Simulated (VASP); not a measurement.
# KAg (Pm-3m) in VASP: notebook, part 2 of 2

VASP 6.6.1. The steps go on from the part before.

## Step 3: Single point, PBE

File INCAR:

```
PREC     = Accurate       # precision mode
ENCUT    = 520            # plane-wave cutoff, eV
EDIFF    = 1E-7           # SCF threshold, eV
ISMEAR   = 0              # smearing method
SIGMA    = 0.1            # smearing width, eV
LREAL    = F              # projectors in reciprocal space
LASPH    = T              # aspherical terms in the spheres
NELM     = 80             # most SCF steps
ALGO     = Fast           # electronic algorithm
ISIF     = 2              # what is computed and relaxed
LWAVE    = F              # write WAVECAR
LCHARG   = F              # write CHGCAR
GGA      = PE             # functional
NBANDS   = 17             # bands
```

File KPOINTS:

```
Automatic mesh
0
Gamma
  14 14 14
```

File POSCAR:

```
KAg
1.0
    4.1273822000      0.0000000000      0.0000000000
    0.0000000000      4.1273822000      0.0000000000
    0.0000000000      0.0000000000      4.1273822000
K Ag
1 1
Direct
    0.5000000000      0.5000000000      0.5000000000
    0.0000000000      0.0000000000      0.0000000000
```

Potentials or basis: VASP PAW PBE potentials, release 64 (K_sv, Ag).

Command:

```bash
$ cat potpaw_PBE.64/K_sv/POTCAR potpaw_PBE.64/Ag/POTCAR > POTCAR
$ mpirun -np 1 vasp_std > vasp.out
```

OUTCAR:

```text
PREC = Accurate
   ENCUT = 520
   EDIFF = 1E-7
   ISMEAR = 0
   LREAL = F
   LASPH = T
   NELM = 80
   ISIF = 2
   GGA = PE

 ion  position               nearest neighbor table
   1  0.500  0.500  0.500-   2 3.57   2 3.57   2 3.57   2 3.57   2 3.57   2 3.57   2 3.57   2 3.57

   2  0.000  0.000  0.000-   1 3.57   1 3.57   1 3.57   1 3.57   1 3.57   1 3.57   1 3.57   1 3.57

  LATTYP: Found a simple cubic cell.
 ALAT       =     4.1273822000

  Lattice vectors:

 A1 = (   4.1273822000,   0.0000000000,   0.0000000000)
 A2 = (   0.0000000000,   4.1273822000,   0.0000000000)
 A3 = (   0.0000000000,   0.0000000000,   4.1273822000)

Analysis of symmetry for initial positions (statically):
=====================================================================
 Subroutine PRICEL returns:
 Original cell was already a primitive cell.

 Routine SETGRP: Setting up the symmetry group for a
 simple cubic supercell.

 Subroutine GETGRP returns: Found 48 space group operations
 (whereof 48 operations were pure point group operations)
 out of a pool of 48 trial point group operations.

[... 157 lines left out ...]
  ---------------------------------------------------
  ext. energy  EPLUGINS =         0.00000000
  ---------------------------------------------------
  free energy    TOTEN  =        -3.59409790 eV

  energy without entropy =       -3.59225679  energy(sigma->0) =       -3.59317735

 E-fermi :   1.7876     XC(G=0):  -7.9706

 val. band max:        1.7788075001   @ k =   0.4286   0.0000   0.0000
 cond. band min:       1.7896327714   @ k =   0.4286   0.4286   0.3571
 fundamental gap:      0.0108252712
 Fermi energy:         1.7875829001

 k-point     1 :       0.0000    0.0000    0.0000
  band No.  band energies     occupation
      1     -29.2350      2.00000
      2     -12.6809      2.00000
      3     -12.6809      2.00000
      4     -12.6809      2.00000
      5      -2.2180      2.00000
      6      -2.2180      2.00000
[... 457 lines left out ...]
      4     -12.6665      2.00000
      5      -2.1404      2.00000
      6      -2.0631      2.00000
[... 9 lines left out ...]
     16       9.2854      0.00000
     17       9.6262      0.00000

 [... further k-points ...]
[... 5 lines left out ...]
  --------------------------------------------------------------------------------------
  -------------------------------------------------------------------------------------
  Total       -0.0028473     -0.0028473     -0.0028473     -0.0000000      0.0000000     -0.0000000
  in kB       -0.0648820     -0.0648820     -0.0648820     -0.0000000      0.0000000     -0.0000000
  external PRESSURE =      -0.0648820 kB  Pullay stress =       0.0000000 kB

 VOLUME and BASIS-vectors are now :
 -----------------------------------------------------------------------------
  energy-cutoff  :      520.00
  volume of cell :       70.31
      direct lattice vectors                 reciprocal lattice vectors
     4.127382200  0.000000000  0.000000000     0.242284322  0.000000000  0.000000000
     0.000000000  4.127382200  0.000000000     0.000000000  0.242284322  0.000000000
     0.000000000  0.000000000  4.127382200     0.000000000  0.000000000  0.242284322

 POSITION                                       TOTAL-FORCE (eV/Angst)
 -----------------------------------------------------------------------------------
      2.06369      2.06369      2.06369         0.000000      0.000000      0.000000
      0.00000      0.00000      0.00000         0.000000      0.000000      0.000000
 -----------------------------------------------------------------------------------
    total drift:                                0.000000      0.000000     -0.000000

  FREE ENERGIE OF THE ION-ELECTRON SYSTEM (eV)
  ---------------------------------------------------
  free  energy   TOTEN  =        -3.5940979044 eV

  energy  without entropy=       -3.5922567891  energy(sigma->0) =       -3.59317735
```

OSZICAR:

```text
N       E                     dE             d eps       ncg     rms          rms(c)
DAV:   1     0.118398979184E+03    0.11840E+03   -0.92860E+03  4176   0.103E+03
DAV:   2     0.146269173315E+01   -0.11694E+03   -0.11051E+03  4448   0.269E+02
DAV:   3    -0.357557595599E+01   -0.50383E+01   -0.50142E+01  7417   0.448E+01
DAV:   4    -0.365341040806E+01   -0.77834E-01   -0.77799E-01  4915   0.440E+00
DAV:   5    -0.365578817337E+01   -0.23778E-02   -0.23776E-02  6642   0.510E-01    0.408E+00
RMM:   6    -0.359970156299E+01    0.56087E-01   -0.20720E-01  4270   0.281E+00    0.220E+00
RMM:   7    -0.359435973522E+01    0.53418E-02   -0.13194E-02  5031   0.782E-01    0.109E+00
RMM:   8    -0.359376723321E+01    0.59250E-03   -0.68698E-03  5554   0.581E-01    0.914E-02
RMM:   9    -0.359402119041E+01   -0.25396E-03   -0.13216E-03  5900   0.210E-01    0.588E-02
RMM:  10    -0.359407921511E+01   -0.58025E-04   -0.30241E-04  6225   0.828E-02    0.227E-02
RMM:  11    -0.359409025852E+01   -0.11043E-04   -0.92839E-05  6518   0.445E-02    0.898E-03
RMM:  12    -0.359409465841E+01   -0.43999E-05   -0.32808E-05  7036   0.213E-02    0.635E-03
RMM:  13    -0.359409720443E+01   -0.25460E-05   -0.11420E-05  6512   0.147E-02    0.894E-03
RMM:  14    -0.359409715791E+01    0.46524E-07   -0.71728E-06  6439   0.112E-02    0.153E-03
RMM:  15    -0.359409755518E+01   -0.39728E-06   -0.27576E-06  5869   0.624E-03    0.127E-03
RMM:  16    -0.359409781473E+01   -0.25955E-06   -0.13428E-06  5226   0.435E-03    0.254E-04
RMM:  17    -0.359409790440E+01   -0.89664E-07   -0.69692E-07  4693   0.310E-03
   1 F= -.35940979E+01 E0= -.35931773E+01  d E =-.184112E-02
```

stdout:

```text
POSCAR found type information on POSCAR K Ag
 POSCAR found :  2 types and       2 ions
 scaLAPACK will be used
 LDA part: xc-table for (Slater+PW92), standard interpolation
[... 27 lines left out ...]
 num prob  num prob WARNING in EDDRMM: call to ZHEGV failed, returncode =   6  3      7
 num prob WARNING in EDDRMM: call to ZHEGV failed, returncode =   8  4     10
 num prob WARNING in EDDRMM: call to ZHEGV failed, returncode =   6  3     10
 num prob  num prob  num prob  num prob  num prob  num prob  num prob  num prob  num prob  num prob  num prob  num prob  num prob  num prob  num prob  num prob  num prob  num prob  num prob  num prob WARNING in EDDRMM: call to ZHEGV failed, returncode =   6  3     13
WARNING in EDDRMM: call to ZHEGV failed, returncode =   6  3      7
 num prob  num prob  num prob  num prob  num prob  num prob  num prob  num prob  num prob RMM:  17    -0.359409790440E+01   -0.89664E-07   -0.69692E-07  4693   0.310E-03
```

It took 3.3 min on 1 thread of Oxide Virtual Turin-like, shared host; peak memory 0.25 GiB.

Results:

```
Free energy            : -3.5941 eV
Pressure               : 0.0 GPa
Band gap on the k mesh : zero (band 10 reaches 3.16 eV, above the bottom of band 11 at 1.41 eV)
```

Levels at points of the mesh, in eV from the Fermi level:
```
           k point  band 6  band 7  band 8  band 9  band 10  band 11  band 12  band 13  band 14  band 15
(0.00, 0.00, 0.00)   -4.01   -3.71   -3.71   -3.71    -3.63     4.12     4.12     5.50     5.50     5.50
(0.50, 0.00, 0.00)   -3.81   -3.78   -3.78   -3.69    -1.56    -0.38     4.44     4.65     4.65     7.54
(0.50, 0.50, 0.00)   -3.91   -3.81   -3.81   -3.56    -0.68     1.52     1.52     3.55     6.42     6.42
(0.50, 0.50, 0.50)   -3.89   -3.89   -3.56   -3.56     1.38     1.52     1.52     1.52     5.95     5.95
```

## Step 4: Single point, PBE

This run uses another cell than the first one: it holds 4 atoms, not 2.

File INCAR:

```
SYSTEM = KAg
PREC = Accurate
ENCUT = 520
EDIFF = 1E-7
ISMEAR = 0
SIGMA = 0.2
LREAL = .False.
LASPH = .True.
NELM = 100
ALGO = Fast
ISIF = 2
LWAVE = .False.
LCHARG = .False.
GGA = PE
NBANDS = 28
```

File KPOINTS:

```
regular mesh
0
Gamma
  6 6 4
  0 0 0
```

File POSCAR:

```
KAg
1.0
    4.1273822000      0.0000000000      0.0000000000
    0.0000000000      4.1273822000      0.0000000000
    0.0000000000      0.0000000000      8.2547644000
K Ag
2 2
Direct
    0.5000000000      0.5000000000      0.2500000000
    0.5000000000      0.5000000000      0.7500000000
    0.0000000000      0.0000000000      0.0000000000
    0.0000000000      0.0000000000      0.5000000000
```

Potentials or basis: VASP PAW PBE potentials, release 64 (K_sv, Ag).

Command:

```bash
$ cat potpaw_PBE.64/K_sv/POTCAR potpaw_PBE.64/Ag/POTCAR > POTCAR
$ mpirun -np 1 vasp_std > vasp.out
```

OUTCAR:

```text
SYSTEM = KAg
   PREC = Accurate
   ENCUT = 520
   EDIFF = 1E-7
   ISMEAR = 0
   LREAL = .False.
   LASPH = .True.
   NELM = 100
   ISIF = 2
   GGA = PE

 ion  position               nearest neighbor table
   1  0.500  0.500  0.250-   3 3.57   4 3.57   3 3.57   4 3.57   3 3.57   4 3.57   3 3.57   4 3.57

   2  0.500  0.500  0.750-   3 3.57   4 3.57   3 3.57   4 3.57   3 3.57   4 3.57   3 3.57   4 3.57

   3  0.000  0.000  0.000-   1 3.57   2 3.57   1 3.57   2 3.57   1 3.57   2 3.57   1 3.57   2 3.57

   4  0.000  0.000  0.500-   1 3.57   2 3.57   1 3.57   2 3.57   1 3.57   2 3.57   1 3.57   2 3.57

  LATTYP: Found a simple tetragonal cell.
 ALAT       =     4.1273822000
 C/A-ratio  =     2.0000000000

  Lattice vectors:

 A1 = (   4.1273822000,   0.0000000000,   0.0000000000)
 A2 = (   0.0000000000,   4.1273822000,   0.0000000000)
 A3 = (   0.0000000000,   0.0000000000,   8.2547644000)

Analysis of symmetry for initial positions (statically):
=====================================================================
 Subroutine PRICEL returns following result:

  LATTYP: Found a simple cubic cell.
 ALAT       =     4.1273822000

  Lattice vectors:

 A1 = (   4.1273822000,   0.0000000000,   0.0000000000)
 A2 = (   0.0000000000,   4.1273822000,   0.0000000000)
 A3 = (   0.0000000000,   0.0000000000,   4.1273822000)

   2 primitive cells build up your supercell.

 Routine SETGRP: Setting up the symmetry group for a
 simple tetragonal supercell.

 Subroutine GETGRP returns: Found 16 space group operations
 (whereof 16 operations were pure point group operations)
 out of a pool of 16 trial point group operations.

The static configuration has the point symmetry D_4h.

Analysis of symmetry for dynamics (positions and initial velocities):
=====================================================================
 Subroutine PRICEL returns following result:

  LATTYP: Found a simple cubic cell.
 ALAT       =     4.1273822000

  Lattice vectors:

 A1 = (   4.1273822000,   0.0000000000,   0.0000000000)
 A2 = (   0.0000000000,   4.1273822000,   0.0000000000)
 A3 = (   0.0000000000,   0.0000000000,   4.1273822000)

   2 primitive cells build up your supercell.

 Routine SETGRP: Setting up the symmetry group for a
 simple tetragonal supercell.

 Subroutine GETGRP returns: Found 16 space group operations
 (whereof 16 operations were pure point group operations)
 out of a pool of 16 trial point group operations.

The dynamic configuration has the point symmetry D_4h.

 Subroutine INISYM returns: Found 16 space group operations
 (whereof 16 operations are pure point group operations),
 and found     2 'primitive' translations

----------------------------------------------------------------------------------------

                                     Primitive cell

  volume of cell :      70.3111

  direct lattice vectors                    reciprocal lattice vectors
     4.127382200  0.000000000  0.000000000     0.242284322  0.000000000  0.000000000
     0.000000000  4.127382200  0.000000000     0.000000000  0.242284322  0.000000000
     0.000000000  0.000000000  4.127382200     0.000000000  0.000000000  0.242284322

  length of vectors
     4.127382200  4.127382200  4.127382200     0.242284322  0.242284322  0.242284322
[... 26 lines left out ...]
     0.040380720  0.040380720  0.030285540

  Shift w.r.t. Gamma in fractional coordinates (k-lattice)
     0.000000000  0.000000000  0.000000000

 Subroutine IBZKPT returns following result:
 ===========================================

 Found     30 irreducible k-points:

 Following reciprocal coordinates:
            Coordinates               Weight
  0.000000  0.000000  0.000000      1.000000
  0.166667  0.000000  0.000000      4.000000
  0.333333  0.000000  0.000000      4.000000
  0.500000  0.000000  0.000000      2.000000
  0.166667  0.166667  0.000000      4.000000
  0.333333  0.166667  0.000000      8.000000
[... 16 lines left out ...]
  0.333333  0.000000  0.500000      4.000000
  0.500000  0.000000  0.500000      2.000000
 [... further k-points ...]
   k-points           NKPTS =     30   k-points in BZ     NKDIM =     30   number of bands    NBANDS=     28
   number of dos      NEDOS =    301   number of ions     NIONS =      4
   total plane-waves  NPLWV =  65536
   dimension x,y,z NGX =    32 NGY =   32 NGZ =   64
   dimension x,y,z NGXF=    64 NGYF=   64 NGZF=  128
   ions per type =               2   2
   NGX,Y,Z   is equivalent  to a cutoff of  12.89, 12.89, 12.89 a.u.
   NGXF,Y,Z  is equivalent  to a cutoff of  25.78, 25.78, 25.78 a.u.
 SYSTEM =  KAg
   PREC   = accura    normal or accurate (medium, high low for compatibility)
   ISTART =      0    job   : 0-new  1-cont  2-samecut
   ICHARG =      2    charge: 1-file 2-atom 10-const
   ISPIN  =      1    spin polarized calculation?
   LNONCOLLINEAR =      F non collinear calculations
   LSORBIT =      F    spin-orbit coupling
   LASPH  =      T    aspherical Exc in radial PAW
   ENCUT  =  520.0 eV  38.22 Ry    6.18 a.u.   7.67  7.67 15.35*2*pi/ulx,y,z
   NELM   =    100;   NELMIN=  2; NELMDL= -5     # of ELM steps
   EDIFF  = 0.1E-06   stopping-criterion for ELM
   LREAL  =      F    real-space projection
   EDIFFG = 0.1E-05   stopping-criterion for IOM
   NSW    =      0    number of steps for IOM
   IBRION =     -1    ionic relax: 0-MD 1-quasi-New 2-CG
   NFREE  =      0    steps in history (QN), initial steepest desc. (CG)
   ISIF   =      2    stress and relaxation
   ISYM   =      2    0-nonsym 1-usesym 2-fastsym
   POTIM  = 0.5000    time-step for ionic-motion
   TEBEG  =    0.0;   TEEND  =   0.0 temperature during run
   PSTRESS=    0.0 pullay stress
   NELECT =      40.0000    total number of electrons
   NUPDOWN=      -1.0000    fix difference up-down
   EMIN   =  10.00;   EMAX   =-10.00  energy-range for DOS
   EFERMI =   0.00;   METHOD = LEGACY
   ISMEAR =     0;   SIGMA  =   0.20  broadening in eV -4-tet -1-fermi 0-gaus
   EFERMI_NEDOS =   21; number of points for ismear=-14 and -15
   IALGO  =     68    algorithm
   IMIX   =      4    mixing-type and parameters
     AMIX     =   0.40;   BMIX     =  1.00
     AMIX_MAG =   1.60;   BMIX_MAG =  1.00
  volume/ion in A,a.u.               =      35.16       237.24
  Fermi-wavevector in a.u.,A,eV,Ry     =   1.076656  2.034584 15.771701  1.159187
  Thomas-Fermi vector in A             =   2.212546
   LORBIT       =      0    0 simple, 1 ext, 2 COOP (PROOUT), +10 PAW based schemes
   GGA     = PE    functional components
   LHFCALC =     F    Hartree Fock is set to
   AEXX    =    0.0000 exact exchange contribution
   IVDW    =     0    specifies the selected vdW correction
   LEPSILON=     F    determine dielectric tensor
   LRPA    =     F    only Hartree local field effects (RPA)
 non-spin polarized calculation
 RMM-DIIS sequential band-by-band and
 Gauss-broadening in eV      SIGMA  =   0.20
  energy-cutoff  :      520.00
  volume of cell :      140.62
 maximum number of plane-waves:      3828
 NGX is ok and might be reduce to    32

 number of electron      40.0000007 magnetization

 Free energy of the ion-electron system (eV)
  ---------------------------------------------------
  ext. energy  EPLUGINS =         0.00000000
  ---------------------------------------------------
  free energy    TOTEN  =        -7.19351856 eV

  energy without entropy =       -7.17586715  energy(sigma->0) =       -7.18469286

 E-fermi :   1.6999     XC(G=0):  -7.9715

 val. band max:        1.6044500604   @ k =   0.5000   0.0000   0.2500
 cond. band min:       1.7501509803   @ k =   0.1667   0.0000   0.0000
 fundamental gap:      0.1457009199
 Fermi energy:         1.6998949779

 k-point     1 :       0.0000    0.0000    0.0000
  band No.  band energies     occupation
      1     -29.2323      2.00000
      2     -29.2245      2.00000
      3     -12.8240      2.00000
      4     -12.6783      2.00000
      5     -12.6783      2.00000
      6     -12.6783      2.00000
[... 733 lines left out ...]
     27       7.0597      0.00000
     28       7.0597      0.00000

 [... further k-points ...]
[... 5 lines left out ...]
  --------------------------------------------------------------------------------------
  -------------------------------------------------------------------------------------
  Total        0.0373468      0.0373468     -0.0592749      0.0000000      0.0000000      0.0000000
  in kB        0.4255102      0.4255102     -0.6753474      0.0000000      0.0000000      0.0000000
  external PRESSURE =       0.0585577 kB  Pullay stress =       0.0000000 kB

 VOLUME and BASIS-vectors are now :
 -----------------------------------------------------------------------------
  energy-cutoff  :      520.00
  volume of cell :      140.62
      direct lattice vectors                 reciprocal lattice vectors
     4.127382200  0.000000000  0.000000000     0.242284322  0.000000000  0.000000000
     0.000000000  4.127382200  0.000000000     0.000000000  0.242284322  0.000000000
     0.000000000  0.000000000  8.254764400     0.000000000  0.000000000  0.121142161

 POSITION                                       TOTAL-FORCE (eV/Angst)
 -----------------------------------------------------------------------------------
      2.06369      2.06369      2.06369         0.000000      0.000000     -0.000000
      2.06369      2.06369      6.19107        -0.000000     -0.000000     -0.000000
      0.00000      0.00000      0.00000         0.000000      0.000000      0.000000
      0.00000      0.00000      4.12738         0.000000      0.000000      0.000000
 -----------------------------------------------------------------------------------
    total drift:                                0.000000     -0.000000     -0.000000

  FREE ENERGIE OF THE ION-ELECTRON SYSTEM (eV)
  ---------------------------------------------------
  free  energy   TOTEN  =        -7.1935185595 eV

  energy  without entropy=       -7.1758671527  energy(sigma->0) =       -7.18469286
```

stdout:

```text
POSCAR found type information on POSCAR K Ag
[... 25 lines left out ...]
 num prob  num prob  num prob  num prob  num prob  num prob  num prob  num prob  num prob  num prob  num prob  num prob  num prob  num prob  num prob  num prob  num prob  num prob  num prob  num prob  num prob  num prob  num prob  num prob  num prob  num prob  num prob  num prob  num prob  num prob  num prob  num prob  num prob  num prob  num prob  num prob  num prob  num prob  num prob  num prob  num prob  num prob  num prob  num prob  num prob  num prob  num prob  num prob  num prob  num prob  num prob  num prob  num prob  num prob  num prob  num prob  num prob  num prob  num prob  num prob  num prob  num prob  num prob  num prob  num prob  num prob  num prob  num prob  num prob  num prob  num prob  num prob  num prob  num prob  num prob RMM:  20    -0.719351855945E+01    0.45170E-07   -0.51190E-07  1513   0.225E-03
```

It took 3.8 min on 1 thread of Oxide Virtual Turin-like, shared host; peak memory 0.27 GiB.

Results:

```
Free energy            : -7.1935 eV
Pressure               : 0.0 GPa
Band gap on the k mesh : zero (band 20 reaches 3.16 eV, above the bottom of band 21 at 1.41 eV)
```

Levels at points of the mesh, in eV from the Fermi level:
| k point | band 17 | band 18 | band 19 | band 20 | band 21 | band 22 | band 23 | band 24 |
| --- | --- | --- | --- | --- | --- | --- | --- | --- |
| (0.00, 0.00, 0.00) | -3.62 | -3.61 | -3.54 | -1.48 | -0.29 | 4.21 | 4.21 | 4.53 |
| (0.50, 0.00, 0.00) | -3.61 | -3.48 | -1.48 | -0.59 | -0.29 | 1.60 | 1.61 | 3.64 |
| (0.50, 0.50, 0.00) | -3.47 | -3.47 | -0.59 | 1.46 | 1.61 | 1.61 | 1.61 | 1.61 |
| (0.00, 0.00, 0.50) | -3.62 | -3.62 | -2.89 | -2.89 | 2.05 | 2.05 | 4.35 | 4.35 |
| (0.50, 0.00, 0.50) | -3.61 | -3.61 | -1.19 | -1.19 | 0.44 | 0.44 | 3.13 | 3.13 |
| (0.50, 0.50, 0.50) | -3.47 | -3.47 | -0.12 | -0.12 | 1.62 | 1.62 | 1.62 | 1.62 |

## Step 5: Overview

| cell | k mesh | smearing | gap on the mesh (eV) | pressure (GPa) |
| --- | --- | --- | --- | --- |
| a = 4.127 Å, 2 atoms | 4 × 4 × 4 | gaussian 0.1 eV | none | 0.1 |
| a = 4.127 Å, 2 atoms | 14 × 14 × 14 | gaussian 0.1 eV | none | 0.0 |
| a = 4.127, b = 4.127, c = 8.255 Å, 4 atoms | 6 × 6 × 4 | gaussian 0.2 eV | none | 0.0 |

Alike in all rows: task single point; level PBE; potentials or basis VASP PAW PBE potentials, release 64 (K_sv, Ag); no spin polarisation; cutoff (eV) 520.

Caveats: some runs use coarse meshes.

Total energies depend on the potentials used, so only differences within one code and one set of settings carry meaning.
